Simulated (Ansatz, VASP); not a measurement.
## SrTiO in VASP and in Ansatz

```
CELL_PARAMETERS angstrom
3.37894 0.00000 0.00000
0.00000 3.37894 0.00000
0.00000 0.00000 7.88223
ATOMIC_POSITIONS crystal
Sr 0.50000 0.50000 0.00000
Ti 0.50000 0.50000 0.50000
O 0.00000 0.00000 0.00000
```

Alike in both runs: functional PBE; k mesh 14 × 14 × 6; occupations gaussian, width 0.1 eV; collinear spin.

Ansatz relaxed the structure, and its values are those at the end. VASP's run is a single point on that final structure, the one shown.

|  | VASP | Ansatz |
| --- | --- | --- |
| version | VASP 6.6.1 | Ansatz 0.2.0 |
| potentials or method | VASP PAW PBE potentials, release 64 (Sr_sv, Ti_sv, O), cutoff 520 eV | scalar-relativistic, plane waves, PAW |
| valence electrons in the cell | 28 | 28 |

```csv
,VASP,Ansatz,Ansatz less VASP
gap on the k mesh at the Fermi level (eV),none,none,-
pressure (GPa),0.3,0.0,-0.31
net moment per atom (μB),0.96,0.96,0.000
size of the moment on the site where the two differ most (μB),1.90,2.22,+0.318
```

Site moments also hang on the region over which each program counts them. A gap of «none» marks a metal or a gap that the smearing closes. Ansatz's warnings: given moment on shells.
